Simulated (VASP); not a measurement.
Runs of VASP 6.6.1 on Tl3S. The structure is that of space group I4/mmm (No. 139), or close to it. The cells are those of the table. 

| cell | gap on the mesh (eV) | pressure (GPa) |
| --- | --- | --- |
| a = 5.554 Å, angles 134.8, 134.8, 65.8°, 4 atoms | none | (a) |
| a = 5.751 Å, angles 134.9, 134.9, 65.7°, 4 atoms | none | (b) |
| a = 5.899 Å, angles 134.9, 134.9, 65.6°, 4 atoms | none | 4.9 |
| a = 6.124 Å, angles 134.8, 134.8, 65.8°, 4 atoms | none | 0.0 |
| a = 6.021 Å, angles 134.9, 134.9, 65.7°, 4 atoms | none | 1.9 |

Alike in all rows: task single point; level PBE; potentials or basis VASP PAW PBE potentials, release 64 (Tl_d, S); no spin polarisation; k mesh 8 × 8 × 8; cutoff (eV) 520; smearing fermi-dirac 0.05 eV.

**Question.** Fill in the values left out.

**Answer.** (a) 19.9; (b) 9.9.

Caveats: spin-orbit coupling is left out, which moves the levels of the heavy elements.

A k mesh can miss the band edges, and the runs leave out spin-orbit coupling on Tl.

A gap of «none» marks levels without a gap at the run's occupations.
